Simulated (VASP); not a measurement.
Set up this calculation in VASP 6.6.1, as the native input.

- Task: single point
- Functional: PBEsol
- Potentials or basis: VASP PAW PBE potentials, release 64 (Ge_d)
- Cutoff: 520 eV
- k mesh: 7 × 7 × 4
- Occupations: fermi-dirac, width 0.1 eV
- Spin: no spin polarisation
- Dipole correction: no
- Further INCAR settings: ALGO = Normal; EDIFF = 1e-06; NBANDS = 36

The structure of Ge lies in POSCAR:

```
Ge
1.0
    4.0483765845     -0.0000029234      0.0000000000
   -2.0241857605      3.5059984280      0.0000000000
    0.0000000000      0.0000000000      6.6504345146
Ge
4
Direct
    0.6666666667      0.3333333333      0.0624870080
    0.3333333333      0.6666666667      0.5624870080
    0.6666666667      0.3333333333      0.4375129920
    0.3333333333      0.6666666667      0.9375129920
```

This isn't the form of Ge at room conditions, which is diamond.

The input as run:

INCAR

```
PREC     = Accurate       # precision mode
ENCUT    = 520            # plane-wave cutoff, eV
EDIFF    = 1E-6           # SCF threshold, eV
ISMEAR   = -1             # smearing method
SIGMA    = 0.1            # smearing width, eV
LREAL    = F              # projectors in reciprocal space
LASPH    = T              # aspherical terms in the spheres
NELM     = 100            # most SCF steps
ALGO     = Normal         # electronic algorithm
ISIF     = 2              # what is computed and relaxed
LWAVE    = F              # write WAVECAR
LCHARG   = F              # write CHGCAR
GGA      = PS             # functional
NBANDS   = 36             # bands
```

KPOINTS

```
regular mesh
0
Gamma
  7 7 4
```

Potentials or basis: VASP PAW PBE potentials, release 64 (Ge_d).

The run is started by

```sh
$ cat potpaw_PBE.64/Ge_d/POTCAR > POTCAR
$ mpirun -np 1 vasp_std > vasp.out
```

It gave:

```
Pressure               : -2.1 GPa
Band gap on the k mesh : 0.04 eV (least direct gap 0.17 eV)
```

Caveat: the smearing spreads over this small gap; semilocal functionals underestimate gaps, and a narrow one can read as zero; the PAW data sets were made with another functional, which shifts forces and pressure a little.

Run time: 97 s on 1 thread of Intel Xeon 8259CL, with other jobs on the host, peak memory 0.22 GiB.
